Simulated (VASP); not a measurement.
Wanted: the native input for a VASP 6.6.1 run.

* Task: single point
* Functional: LDA
* Potentials or basis: VASP PAW LDA potentials, release 64 (Si)
* Cutoff: 520 eV
* k mesh: 2 × 2 × 2
* Occupations: gaussian, width 0.02 eV
* Spin: no spin polarisation
* Dipole correction: no
* Further INCAR settings: LREAL = Auto; ALGO = Normal; EDIFF = 1e-07; NBANDS = 48

The structure of Si (a cell with a defect) lies in POSCAR:

```
Si
1.0
    0.0000000000      5.4300000000      5.4300000000
    5.4300000000      0.0000000000      5.4300000000
    5.4300000000      5.4300000000      0.0000000000
Si
17
Direct
    0.0085420810     -0.0273673112      0.0090617864
    0.1180942910      0.1214149171      0.1183974217
   -0.0191895948      0.0042991713      0.5070986188
    0.1180509208      0.1214348987      0.6413809392
   -0.0006549724      0.4923450276     -0.0002039595
    0.1334069061      0.5982433702      0.1337980663
   -0.0006539595      0.4923655617      0.5077513812
    0.1154724678      0.6289424494      0.6274221915
    0.5066960405      0.0043428177     -0.0188339779
    0.6408626151      0.1214414365      0.1184589319
    0.5066476980      0.0043198895      0.5070543278
    0.6111319521      0.1650216390      0.6115258748
    0.5073872928      0.4923994475     -0.0002620626
    0.6269748619      0.6290162983      0.1159424494
    0.4861048803      0.5399842541      0.4865813076
    0.6269831492      0.6289901473      0.6273361878
    0.3486820442      0.9520733886      0.3492004604
```

One way to write it, as run:

INCAR

```
PREC = Accurate
ENCUT = 520
EDIFF = 1E-7
ISMEAR = 0
SIGMA = 0.02
LREAL = Auto
LASPH = T
NELM = 80
ALGO = Normal
ISIF = 2
LWAVE = F
LCHARG = F
NBANDS = 48
```

KPOINTS

```
Automatic mesh
0
Gamma
  2 2 2
```

Potentials or basis: VASP PAW LDA potentials, release 64 (Si).

Command:

```sh
$ cat potpaw_LDA.64/Si/POTCAR > POTCAR
$ mpirun -np 1 vasp_std > vasp.out
```

Results of the run:

```json
{
 "Pressure": "1.5 GPa",
 "Largest force": "0.729 eV/Å",
 "Band gap on the k mesh": "zero (band 34 reaches 6.72 eV, above the bottom of band 35 at 6.66 eV)"
}
```

Caveat: the k points lie up to 0.50 Å⁻¹ apart.

Run time: 2.8 min on 1 thread of Intel(R) Xeon(R) Platinum 8375C CPU @ 2.90GHz (Ice Lake) (shared host), peak memory 0.37 GiB.
